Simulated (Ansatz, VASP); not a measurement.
One calculation of C, two programs

```
C
1.0
     6.46310    0.00000    0.00000
    -3.23155    5.59721    0.00000
     0.00000    0.00000    1.23007
C
3
Cartesian
  0.0000 0.0000 0.0000
  0.0000 3.7315 0.6150
  3.2316 1.8657 0.6150
```

Alike in both runs: task single point; functional BLYP; k mesh 6 × 6 × 27; occupations fermi-dirac, width 0.1 eV; no spin polarisation.

```csv
,VASP,Ansatz
version,VASP 6.6.1,Ansatz 0.2.0
potentials or method,"VASP PAW PBE potentials, release 64 (C), cutoff 520 eV","plane waves (420 eV) with PAW, scalar-relativistic"
valence electrons in the cell,12,12
```

```tsv
	VASP	Ansatz	Ansatz less VASP
pressure (GPa)	20.2	20.6	+0.44
traceless stress, the component that is largest in VASP (GPa)	38.49	39.15	+0.654
```

VASP's potentials were made for PBE, not for BLYP.
